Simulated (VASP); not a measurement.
# Ag (P6_3/mmc) in VASP: further runs

Ag is run at these levels: LDA; tasks: single point.

Program: VASP 6.6.1. These are calculated values, not measurements. Logs are shortened: lines on timing, memory, paths and dates and some standing lists are left out, and cuts for length are marked.

**1. The cell of the first run**

It takes space group P6_3/mmc (No. 194, hexagonal). The conventional cell has a = 2.886 Å, b = 2.886 Å, c = 10.000 Å, α = 90.00°, β = 90.00°, γ = 120.00°. Within 3.8 Å of Ag (site symmetry -3m) lie 12 Ag at 2.89 to 3.00 Å. Ag (site symmetry -6m2) has 12 Ag at 2.89 to 3.00 Å within 3.8 Å.

This isn't the form of Ag at room conditions, which is fcc.

**2. Single point, LDA**

Input file INCAR:

```
SYSTEM = Ag
ALGO = Normal
EDIFF = 1E-6
ENCUT = 520
GGA = CA
ISIF = 2
ISMEAR = -1
LASPH = .TRUE.
LCHARG = .FALSE.
LREAL = .FALSE.
LWAVE = .FALSE.
NBANDS = 30
NELM = 100
PREC = Accurate
SIGMA = 0.05
```

Input file KPOINTS:

```
k-points
0
G
  11 11 3
  0 0 0
```

Input file POSCAR:

```
Ag
1.0
    2.8862000000      0.0000000000      0.0000000000
   -1.4431000000      2.4995225204      0.0000000000
    0.0000000000      0.0000000000     10.0000000000
Ag
4
Direct
    0.0000000000      0.0000000000      0.5000000000
    0.0000000000      0.0000000000      0.0000000000
    0.6666666667      0.3333333333      0.7500000000
    0.3333333333      0.6666666667      0.2500000000
```

Potentials or basis: VASP PAW LDA potentials, release 64 (Ag).

On the command line:

```sh
$ cat potpaw_LDA.64/Ag/POTCAR > POTCAR
$ mpirun -np 1 vasp_std > vasp.out
```

OUTCAR:

```text
SYSTEM = Ag
   EDIFF = 1E-6
   ENCUT = 520
   GGA = CA
   ISIF = 2
   ISMEAR = -1
   LASPH = .TRUE.
   LREAL = .FALSE.
   NELM = 100
   PREC = Accurate

 ion  position               nearest neighbor table
   1  0.000  0.000  0.500-   3 3.00   4 3.00   4 3.00   3 3.00   3 3.00   4 3.00
   2  0.000  0.000  0.000-   3 3.00   4 3.00   4 3.00   3 3.00   3 3.00   4 3.00
   3  0.667  0.333  0.750-   1 3.00   2 3.00   1 3.00   2 3.00   1 3.00   2 3.00
   4  0.333  0.667  0.250-   1 3.00   2 3.00   1 3.00   2 3.00   1 3.00   2 3.00

  LATTYP: Found a hexagonal cell.
 ALAT       =     2.8862000000
 C/A-ratio  =     3.4647633567

  Lattice vectors:

 A1 = (   2.8862000000,   0.0000000000,   0.0000000000)
 A2 = (  -1.4431000000,   2.4995225204,   0.0000000000)
 A3 = (   0.0000000000,   0.0000000000,  10.0000000000)

Analysis of symmetry for initial positions (statically):
=====================================================================
 Subroutine PRICEL returns:
 Original cell was already a primitive cell.

 Routine SETGRP: Setting up the symmetry group for a
 hexagonal supercell.

 Subroutine GETGRP returns: Found 24 space group operations
 (whereof 12 operations were pure point group operations)
 out of a pool of 24 trial point group operations.

The static configuration has the point symmetry D_3d.
 The point group associated with its full space group is D_6h.

Analysis of symmetry for dynamics (positions and initial velocities):
=====================================================================
 Subroutine PRICEL returns:
 Original cell was already a primitive cell.

 Routine SETGRP: Setting up the symmetry group for a
 hexagonal supercell.

 Subroutine GETGRP returns: Found 24 space group operations
 (whereof 12 operations were pure point group operations)
 out of a pool of 24 trial point group operations.

The dynamic configuration has the point symmetry D_3d.
 The point group associated with its full space group is D_6h.

 Subroutine INISYM returns: Found 24 space group operations
 (whereof 12 operations are pure point group operations),
 and found     1 'primitive' translations

----------------------------------------------------------------------------------------

                                     Primitive cell

  volume of cell :      72.1412

  direct lattice vectors                    reciprocal lattice vectors
     2.886200000  0.000000000  0.000000000     0.346476336  0.200038206  0.000000000
    -1.443100000  2.499522520  0.000000000     0.000000000  0.400076411  0.000000000
     0.000000000  0.000000000 10.000000000     0.000000000  0.000000000  0.100000000

  length of vectors
     2.886200000  2.886200000 10.000000000     0.400076411  0.400076411  0.100000000

  position of ions in fractional coordinates (direct lattice)
     0.000000000  0.000000000  0.500000000
     0.000000000  0.000000000  0.000000000
     0.666666667  0.333333333  0.750000000
     0.333333333  0.666666667  0.250000000

  ion indices of the primitive-cell ions
   primitive index   ion index
                 1           1
                 2           2
                 3           3
                 4           4

----------------------------------------------------------------------------------------

 KPOINTS: k-points

Automatic generation of k-mesh.
 Grid dimensions read from file:
 generate k-points for:   11   11    3

 Generating k-lattice:

  Cartesian coordinates                     Fractional coordinates (reciprocal lattice)
     0.031497849  0.018185291  0.000000000     0.090909091  0.000000000  0.000000000
     0.000000000  0.036370583  0.000000000     0.000000000  0.090909091  0.000000000
     0.000000000  0.000000000  0.033333333     0.000000000  0.000000000  0.333333333

  Length of vectors
     0.036370583  0.036370583  0.033333333

  Shift w.r.t. Gamma in fractional coordinates (k-lattice)
     0.000000000  0.000000000  0.000000000

 Subroutine IBZKPT returns following result:
 ===========================================

 Found     32 irreducible k-points:

 Following reciprocal coordinates:
            Coordinates               Weight
  0.000000  0.000000  0.000000      1.000000
  0.090909  0.000000  0.000000      6.000000
  0.181818  0.000000  0.000000      6.000000
  0.272727 -0.000000  0.000000      6.000000
  0.363636  0.000000  0.000000      6.000000
  0.454545 -0.000000  0.000000      6.000000
[... 16 lines left out ...]
  0.090909  0.090909  0.333333     12.000000
  0.181818  0.090909  0.333333     24.000000
 [... further k-points ...]
   k-points           NKPTS =     32   k-points in BZ     NKDIM =     32   number of bands    NBANDS=     30
   number of dos      NEDOS =    301   number of ions     NIONS =      4
   total plane-waves  NPLWV =  46080
   dimension x,y,z NGX =    24 NGY =   24 NGZ =   80
   dimension x,y,z NGXF=    48 NGYF=   48 NGZF=  160
   ions per type =               4
   NGX,Y,Z   is equivalent  to a cutoff of  13.82, 13.82, 13.30 a.u.
   NGXF,Y,Z  is equivalent  to a cutoff of  27.65, 27.65, 26.60 a.u.
 SYSTEM =  Ag
   PREC   = accura    normal or accurate (medium, high low for compatibility)
   ISTART =      0    job   : 0-new  1-cont  2-samecut
   ICHARG =      2    charge: 1-file 2-atom 10-const
   ISPIN  =      1    spin polarized calculation?
   LNONCOLLINEAR =      F non collinear calculations
   LSORBIT =      F    spin-orbit coupling
   LASPH  =      T    aspherical Exc in radial PAW
   ENCUT  =  520.0 eV  38.22 Ry    6.18 a.u.   5.37  5.37 18.59*2*pi/ulx,y,z
   NELM   =    100;   NELMIN=  2; NELMDL= -5     # of ELM steps
   EDIFF  = 0.1E-05   stopping-criterion for ELM
   LREAL  =      F    real-space projection
   EDIFFG = 0.1E-04   stopping-criterion for IOM
   NSW    =      0    number of steps for IOM
   IBRION =     -1    ionic relax: 0-MD 1-quasi-New 2-CG
   NFREE  =      0    steps in history (QN), initial steepest desc. (CG)
   ISIF   =      2    stress and relaxation
   ISYM   =      2    0-nonsym 1-usesym 2-fastsym
   POTIM  = 0.5000    time-step for ionic-motion
   TEBEG  =    0.0;   TEEND  =   0.0 temperature during run
   PSTRESS=    0.0 pullay stress
   NELECT =      44.0000    total number of electrons
   NUPDOWN=      -1.0000    fix difference up-down
   EMIN   =  10.00;   EMAX   =-10.00  energy-range for DOS
   EFERMI =   0.00;   METHOD = LEGACY
   ISMEAR =    -1;   SIGMA  =   0.05  broadening in eV -4-tet -1-fermi 0-gaus
   EFERMI_NEDOS =   21; number of points for ismear=-14 and -15
   IALGO  =     38    algorithm
   IMIX   =      4    mixing-type and parameters
     AMIX     =   0.40;   BMIX     =  1.00
     AMIX_MAG =   1.60;   BMIX_MAG =  1.00
  volume/ion in A,a.u.               =      18.04       121.71
  Fermi-wavevector in a.u.,A,eV,Ry     =   1.388347  2.623595 26.225315  1.927506
  Thomas-Fermi vector in A             =   2.512481
   LORBIT       =      0    0 simple, 1 ext, 2 COOP (PROOUT), +10 PAW based schemes
   GGA     = CA    functional components
   LHFCALC =     F    Hartree Fock is set to
   AEXX    =    0.0000 exact exchange contribution
   IVDW    =     0    specifies the selected vdW correction
   LEPSILON=     F    determine dielectric tensor
   LRPA    =     F    only Hartree local field effects (RPA)
 non-spin polarized calculation
  energy-cutoff  :      520.00
  volume of cell :       72.14
 maximum number of plane-waves:      1993
 NGX is ok and might be reduce to    24
   NGX = 11   NGY = 11   NGZ = 37

 number of electron      43.9999999 magnetization

 Free energy of the ion-electron system (eV)
  ---------------------------------------------------
  ext. energy  EPLUGINS =         0.00000000
  ---------------------------------------------------
  free energy    TOTEN  =       -14.77457830 eV

  energy without entropy =      -14.75958861  energy(sigma->0) =      -14.76708346

 E-fermi :   7.4196     XC(G=0): -12.2533

 val. band max:        7.3726254801   @ k =   0.0909   0.0000   0.0000
 cond. band min:       7.4225067096   @ k =   0.2727   0.0909   0.3333
 fundamental gap:      0.0498812295
 Fermi energy:         7.4195915111

 k-point     1 :       0.0000    0.0000    0.0000
  band No.  band energies     occupation
      1      -0.0453      2.00000
      2       1.1317      2.00000
      3       1.1331      2.00000
      4       1.2497      2.00000
      5       2.5750      2.00000
      6       2.8139      2.00000
[... 22 lines left out ...]
     29      23.1775      0.00000
     30      24.1217      0.00000

 k-point     2 :       0.0909    0.0000    0.0000
  band No.  band energies     occupation
      1       0.1850      2.00000
      2       1.3343      2.00000
      3       1.3351      2.00000
      4       1.3965      2.00000
      5       2.6107      2.00000
      6       2.6701      2.00000
[... 22 lines left out ...]
     29      23.0000      0.00000
     30      23.2926      0.00000

 k-point     3 :       0.1818    0.0000    0.0000
  band No.  band energies     occupation
      1       0.8095      2.00000
      2       1.6750      2.00000
      3       1.7774      2.00000
      4       1.8177      2.00000
      5       2.3508      2.00000
      6       2.4584      2.00000
[... 22 lines left out ...]
     29      20.8499      0.00000
     30      20.8638      0.00000

 k-point     4 :       0.2727   -0.0000    0.0000
  band No.  band energies     occupation
      1       1.4417      2.00000
      2       1.6752      2.00000
      3       1.7805      2.00000
      4       1.9409      2.00000
      5       2.1760      2.00000
      6       2.2107      2.00000
[... 22 lines left out ...]
     29      18.2919      0.00000
     30      18.5779      0.00000

 k-point     5 :       0.3636    0.0000    0.0000
  band No.  band energies     occupation
      1       1.4484      2.00000
      2       1.5015      2.00000
      3       1.5193      2.00000
      4       1.7745      2.00000
      5       1.9286      2.00000
      6       2.1972      2.00000
[... 22 lines left out ...]
     29      18.4612      0.00000
     30      18.4695      0.00000
[... 526 lines left out ...]
     29      16.9193      0.00000
     30      17.4739      0.00000

 k-point    22 :       0.4545   -0.0000    0.3333
  band No.  band energies     occupation
      1       1.3817      2.00000
      2       1.4113      2.00000
      3       1.4651      2.00000
      4       1.5714      2.00000
      5       1.7184      2.00000
      6       1.8384      2.00000
[... 22 lines left out ...]
     29      16.3049      0.00000
     30      17.4849      0.00000

 k-point    23 :       0.0909    0.0909    0.3333
  band No.  band energies     occupation
      1       0.7850      2.00000
      2       1.2282      2.00000
      3       1.6835      2.00000
      4       1.7594      2.00000
      5       2.4448      2.00000
      6       2.5128      2.00000
[... 22 lines left out ...]
     29      21.3292      0.00000
     30      21.6945      0.00000

 k-point    24 :       0.1818    0.0909    0.3333
  band No.  band energies     occupation
      1       1.4342      2.00000
      2       1.6921      2.00000
      3       1.9355      2.00000
      4       2.0590      2.00000
      5       2.3163      2.00000
      6       2.4021      2.00000
[... 22 lines left out ...]
     29      19.8848      0.00000
     30      20.4220      0.00000

 [... further k-points ...]
[... 5 lines left out ...]
  --------------------------------------------------------------------------------------
  -------------------------------------------------------------------------------------
  Total       -4.6501785     -4.6501785     -5.8821222      0.0000000      0.0000000     -0.0000000
  in kB     -103.2753637   -103.2753637   -130.6354818      0.0000000      0.0000000     -0.0000000
  external PRESSURE =    -112.3954031 kB  Pullay stress =       0.0000000 kB

 VOLUME and BASIS-vectors are now :
 -----------------------------------------------------------------------------
  energy-cutoff  :      520.00
  volume of cell :       72.14
      direct lattice vectors                 reciprocal lattice vectors
     2.886200000  0.000000000  0.000000000     0.346476336  0.200038206  0.000000000
    -1.443100000  2.499522520  0.000000000     0.000000000  0.400076411  0.000000000
     0.000000000  0.000000000 10.000000000     0.000000000  0.000000000  0.100000000

 POSITION                                       TOTAL-FORCE (eV/Angst)
 -----------------------------------------------------------------------------------
      0.00000      0.00000      5.00000        -0.000000      0.000000     -0.000000
      0.00000      0.00000      0.00000         0.000000      0.000000     -0.000000
      1.44310      0.83317      7.50000         0.000000     -0.000000     -0.000000
     -0.00000      1.66635      2.50000        -0.000000      0.000000      0.000000
 -----------------------------------------------------------------------------------
    total drift:                               -0.000000      0.000000     -0.000000

  FREE ENERGIE OF THE ION-ELECTRON SYSTEM (eV)
  ---------------------------------------------------
  free  energy   TOTEN  =       -14.7745782992 eV

  energy  without entropy=      -14.7595886140  energy(sigma->0) =      -14.76708346
```

Run time: 28 s. Hardware: 1 thread of Intel Xeon 6975P-C (Granite Rapids), shared host; peak memory 0.19 GiB.

What came out:

* Free energy: -14.7746 eV
* Pressure: -11.2 GPa
* Band gap on the k mesh: zero (bands 22 and 23 overlap by 5.85 eV)

Stress tensor (GPa, compression positive):
```
-10.33   0.00   0.00
  0.00 -10.33   0.00
  0.00   0.00 -13.06
```

Levels at points of the mesh, in eV from the Fermi level:
```tsv
k point	band 18	band 19	band 20	band 21	band 22	band 23	band 24	band 25	band 26	band 27
(0.00, 0.00, 0.00)	-3.45	-3.45	-3.33	-3.33	-3.02	-3.02	-0.70	2.47	9.43	9.44
```

Caveat: the cell stands under tension.

**3. Single point, LDA**

This run uses another cell than the first one, of 18.40 Å³/atom.

Input file INCAR:

```
SYSTEM = Ag
PREC = Accurate
ENCUT = 520
EDIFF = 1E-6
ISMEAR = -1
SIGMA = 0.05
LREAL = .FALSE.
LASPH = .TRUE.
NELM = 100
ALGO = Fast
ISIF = 2
LWAVE = .FALSE.
LCHARG = .FALSE.
NBANDS = 30
```

Input file KPOINTS:

```
Automatic mesh
0
G
  11 11 3
  0 0 0
```

Input file POSCAR:

```
Ag
1.0
    2.9053144643      0.0000000000      0.0000000000
   -1.4526572322      2.5160761321      0.0000000000
    0.0000000000      0.0000000000     10.0662270956
Ag
4
Direct
    0.0000000000      0.0000000000      0.5000000000
    0.0000000000      0.0000000000      0.0000000000
    0.6666666667      0.3333333333      0.7500000000
    0.3333333333      0.6666666667      0.2500000000
```

Potentials or basis: VASP PAW LDA potentials, release 64 (Ag).

On the command line:

```sh
$ cat potpaw_LDA.64/Ag/POTCAR > POTCAR
$ mpirun -np 1 vasp_std > vasp.out
```

Run time: 34 s. Hardware: 1 thread of Intel Xeon 6975P-C (Granite Rapids), shared host; peak memory 0.19 GiB.

Results (log left out):

- Free energy: -14.6684 eV
- Pressure: -12.5 GPa
- Band gap on the k mesh: zero (bands 22 and 23 overlap by 5.79 eV)

Stress tensor (GPa, compression positive):
```
-11.67   0.00   0.00
  0.00 -11.67   0.00
  0.00   0.00 -14.02
```

Levels at points of the mesh, in eV from the Fermi level:
| k point | band 19 | band 20 | band 21 | band 22 | band 23 | band 24 | band 25 | band 26 | band 27 | band 28 |
| --- | --- | --- | --- | --- | --- | --- | --- | --- | --- | --- |
| (0.00, 0.00, 0.00) | -3.42 | -3.31 | -3.31 | -3.00 | -3.00 | -0.64 | 2.38 | 9.30 | 9.31 | 15.51 |

Caveat: the cell stands under tension.

**4. Single point, LDA**

This run uses another cell than the first one, of 18.76 Å³/atom.

Input file INCAR:

```
ALGO = Normal
EDIFF = 1E-6
ENCUT = 520
GGA = CA
ISIF = 2
ISMEAR = -1
LASPH = T
LCHARG = F
LREAL = F
LWAVE = F
NBANDS = 30
NELM = 80
PREC = Accurate
SIGMA = 0.05
```

Input file KPOINTS:

```
k-points
0
Gamma
  11 11 3
```

Input file POSCAR:

```
Ag
1.0
    2.9241806713      0.0000000000      0.0000000000
   -1.4620903357      2.5324147466      0.0000000000
    0.0000000000      0.0000000000     10.1315940382
Ag
4
Direct
    0.0000000000      0.0000000000      0.5000000000
    0.0000000000      0.0000000000      0.0000000000
    0.6666666667      0.3333333333      0.7500000000
    0.3333333333      0.6666666667      0.2500000000
```

On the command line:

```sh
$ cat potpaw_LDA.64/Ag/POTCAR > POTCAR
$ mpirun -np 1 vasp_std > vasp.out
```

It took 27 s on 1 thread of Intel Xeon 6975P-C (Granite Rapids), shared host; peak memory 0.19 GiB.

The run converged. Its results:

* Free energy: -14.5521 eV
* Pressure: -13.5 GPa
* Band gap on the k mesh: zero (bands 22 and 23 overlap by 5.73 eV)

Stress tensor (GPa, compression positive):
```
-12.81   0.00   0.00
  0.00 -12.81   0.00
  0.00   0.00 -14.83
```

Levels at points of the mesh, in eV from the Fermi level:
```tsv
k point	band 20	band 21	band 22	band 23	band 24	band 25	band 26	band 27
(0.00, 0.00, 0.00)	-3.29	-3.29	-2.99	-2.99	-0.58	2.29	9.17	9.18
```

Caveat: the cell stands under tension.

**5. Single point, LDA**

This run uses another cell than the first one, of 19.12 Å³/atom.

Input file INCAR:

```
SYSTEM = Ag
ALGO     = Fast           ! electronic algorithm
EDIFF    = 1E-6           ! SCF threshold, eV
ENCUT    = 520            ! plane-wave cutoff, eV
GGA      = CA             ! functional
ISIF     = 2              ! what is computed and relaxed
ISMEAR   = -1             ! smearing method
LASPH    = .TRUE.         ! aspherical terms in the spheres
LCHARG   = .FALSE.        ! write CHGCAR
LREAL    = .FALSE.        ! projectors in reciprocal space
LWAVE    = .FALSE.        ! write WAVECAR
NBANDS   = 30             ! bands
NELM     = 100            ! most SCF steps
PREC     = Accurate       ! precision mode
SIGMA    = 0.05           ! smearing width, eV
```

Input file KPOINTS:

```
k-points
0
G
  11 11 3
  0 0 0
```

Input file POSCAR:

```
Ag
1.0
    2.9428065281      0.0000000000      0.0000000000
   -1.4714032640      2.5485452117      0.0000000000
    0.0000000000      0.0000000000     10.1961282242
Ag
4
Direct
    0.0000000000      0.0000000000      0.5000000000
    0.0000000000      0.0000000000      0.0000000000
    0.6666666667      0.3333333333      0.7500000000
    0.3333333333      0.6666666667      0.2500000000
```

On the command line:

```sh
$ cat potpaw_LDA.64/Ag/POTCAR > POTCAR
$ mpirun -np 1 vasp_std > vasp.out
```

Wall time 32 s (1 thread of Intel Xeon 6975P-C (Granite Rapids), shared host); peak memory 0.2 GiB.

It converged, with:

* Free energy: -14.4272 eV
* Pressure: -14.4 GPa
* Band gap on the k mesh: zero (bands 22 and 23 overlap by 5.67 eV)

Stress tensor (GPa, compression positive):
```
-13.79   0.00   0.00
  0.00 -13.79   0.00
  0.00   0.00 -15.48
```

Levels at points of the mesh, in eV from the Fermi level:
| k point | band 20 | band 21 | band 22 | band 23 | band 24 | band 25 | band 26 | band 27 |
| --- | --- | --- | --- | --- | --- | --- | --- | --- |
| (0.00, 0.00, 0.00) | -3.27 | -3.27 | -2.99 | -2.99 | -0.52 | 2.21 | 9.05 | 9.06 |

Caveat: the cell stands under tension.

**6. The runs side by side**

| cell | gap on the mesh (eV) | pressure (GPa) |
| --- | --- | --- |
| a = 2.886, b = 2.886, c = 10.000 Å, angles 90.0, 90.0, 120.0°, 4 atoms | none | -11.2 |
| a = 2.905, b = 2.905, c = 10.066 Å, angles 90.0, 90.0, 120.0°, 4 atoms | none | -12.5 |
| a = 2.924, b = 2.924, c = 10.132 Å, angles 90.0, 90.0, 120.0°, 4 atoms | none | -13.5 |
| a = 2.943, b = 2.943, c = 10.196 Å, angles 90.0, 90.0, 120.0°, 4 atoms | none | -14.4 |

Alike in all rows: task single point; level LDA; potentials or basis VASP PAW LDA potentials, release 64 (Ag); no spin polarisation; k mesh 11 × 11 × 3; cutoff (eV) 520; smearing fermi-dirac 0.05 eV.

Caveats: the cell stands under tension.

Total energies depend on the potentials used, so only differences within one code and one set of settings carry meaning.
